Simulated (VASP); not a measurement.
Input of a VASP 6.6.1 run:

The input INCAR:

```
ALGO = Normal
EDIFF = 1E-6
ENCUT = 520
GGA = PE
ISIF = 2
ISMEAR = -1
LASPH = True
LCHARG = True
LELF = True
LREAL = False
LVHAR = True
LWAVE = False
NBANDS = 17
NELM = 100
PREC = Accurate
SIGMA = 0.05
```

KPOINTS

```
k-points
0
Gamma
  8 8 6
```

Contents of POSCAR:

```
AlSi2Cl
1.0
    3.7514249899      0.0000000000      0.0000000000
   -1.8757124950      3.2488293375      0.0000000000
    0.0000000000      0.0000000000      4.9224233233
Al Si Cl
1 2 1
Direct
    0.6666666700      0.3333333300      0.5000000000
    0.0000000000      0.0000000000      0.7468175900
    0.0000000000      0.0000000000      0.2531824100
    0.3333333300      0.6666666700      0.0000000000
```

Potentials or basis: VASP PAW PBE potentials, release 64 (Al, Si, Cl).

Launch:

```console
$ cat potpaw_PBE.64/Al/POTCAR potpaw_PBE.64/Si/POTCAR potpaw_PBE.64/Cl/POTCAR > POTCAR
$ mpirun -np 1 vasp_std > vasp.out
```

Problem. Estimate the pressure.

Solution. 27.2 GPa.

Problem. What does it give for the largest force?

Solution. 0.838 eV/Å.

Stress tensor (GPa, compression positive):
```
30.04  0.00  0.00
 0.00 30.04  0.00
 0.00  0.00 21.52
```
